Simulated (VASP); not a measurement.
**P: single point with PBE**

Crystal: P.

```
CELL_PARAMETERS angstrom
2.44454 0.00000 0.00000
0.00000 2.44454 0.00000
0.00000 0.00000 2.44432
ATOMIC_POSITIONS crystal
P 0.00000 0.00000 0.00000
```

| Quantity | Value |
| --- | --- |
| Program | VASP 6.6.1 |
| Task | single point |
| Functional | PBE |
| Potentials or basis | VASP PAW PBE potentials, release 64 (P) |
| Cutoff | 520 eV |
| k mesh | 22 × 22 × 22 |
| Occupations | gaussian, width 0.1 eV |
| Spin | no spin polarisation |

```
Pressure : -0.3 GPa
```

Levels at points of the mesh, in eV from the Fermi level:
```
           k point  band 1  band 2  band 3  band 4  band 5  band 6  band 7
(0.00, 0.00, 0.00)  -16.43    5.04    5.04    5.04    6.85    6.85   14.28
(0.50, 0.00, 0.00)  -12.13   -8.60    7.84    7.85    9.40   14.39   14.39
(0.50, 0.50, 0.00)   -7.46   -5.22   -5.22    1.05   10.44   16.91   16.91
(0.00, 0.00, 0.50)  -12.13   -8.60    7.84    7.84    9.40   14.39   14.39
(0.50, 0.00, 0.50)   -7.46   -5.22   -5.22    1.05   10.44   16.91   16.91
(0.50, 0.50, 0.50)   -2.14   -2.14   -2.14   -1.66    4.73    4.73    4.73
```

Wall time 31 s on 1 thread of AMD EPYC 9R45 96-Core Processor (Zen 5), with other jobs on the host, peak memory 0.16 GiB.
